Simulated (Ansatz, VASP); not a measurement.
PbS in VASP and in Ansatz

Contents of POSCAR:

```
PbS
1.0
    1.9641500000      1.1340025312      3.5889000000
   -1.9641500000      1.1340025312      3.5889000000
    0.0000000000     -2.2680050625      3.5889000000
Pb S
1 1
Direct
    0.9781509158      0.9781509158      0.9781509158
    0.4774504142      0.4774504142      0.4774504142
```

INCAR.step1

```
SYSTEM = PbS
PREC = Accurate ; ENCUT = 520
ISMEAR = 0 ; SIGMA = 0.05
LREAL = .False. ; LASPH = .True.
NELM = 60 ; NBANDS = 17
GGA = PE ; ALGO = Normal
EDIFF = 1E-4 ; LWAVE = .True.
LCHARG = .False.
```

The input INCAR.step2:

```
SYSTEM = PbS
PREC = Accurate ; ENCUT = 520
EDIFF = 1E-6 ; ISMEAR = 0
SIGMA = 0.05 ; LREAL = .False.
LASPH = .True. ; NELM = 60
ALGO = Normal ; ISIF = 2
LWAVE = .False. ; LCHARG = .False.
METAGGA = R2SCAN ; LMIXTAU = .True.
NBANDS = 17 ; ISTART = 1
```

KPOINTS

```
regular mesh
0
Gamma
  9 9 9
  0 0 0
```

Input for Ansatz:

```yaml
crystal:
  lattice:
    - [1.96415, 1.1340025312, 3.5889]
    - [-1.96415, 1.1340025312, 3.5889]
    - [0.0, -2.2680050625, 3.5889]
  atoms:
    - { symbol: Pb, position: [0.9781509158, 0.9781509158, 0.9781509158] }
    - { symbol: S, position: [0.4774504142, 0.4774504142, 0.4774504142] }
basis:
  ecutwfc: 500
kpoints:
  mp_grid: { grid: [9, 9, 9] }
hamiltonian:
  xc: r2scan
scf:
  occupations: { method: gaussian, width: 0.05 }
output:
  forces: true
  stress: true
  eigenvalues: true
  write_density: true
  write_potential: true
  elf: true
  volumetric_format: npy
```

Alike in both runs: task single point; functional r2SCAN; k mesh 9 × 9 × 9; occupations gaussian, width 0.05 eV; no spin polarisation.

|  | VASP | Ansatz |
| --- | --- | --- |
| version | VASP 6.6.1 | Ansatz 0.2.0 |
| potentials or method | VASP PAW PBE potentials, release 64 (Pb_d, S), cutoff 520 eV | scalar-relativistic, plane waves, PAW |
| valence electrons in the cell | 20 | 20 |

|  | VASP | Ansatz | Ansatz less VASP |
| --- | --- | --- | --- |
| gap on the k mesh at the Fermi level (eV) | none | none | - |
| pressure (GPa) | 7.1 | 7.1 | 0.00 |
| traceless stress, the component that is largest in VASP (GPa) | -3.17 | -3.17 | +0.002 |

VASP's potentials were made for PBE, not for r2SCAN. A gap of «none» marks a metal or a gap that the smearing closes. The functional is the same, so the differences come from potentials, cutoffs and numerics.

Spin-orbit coupling is off throughout.
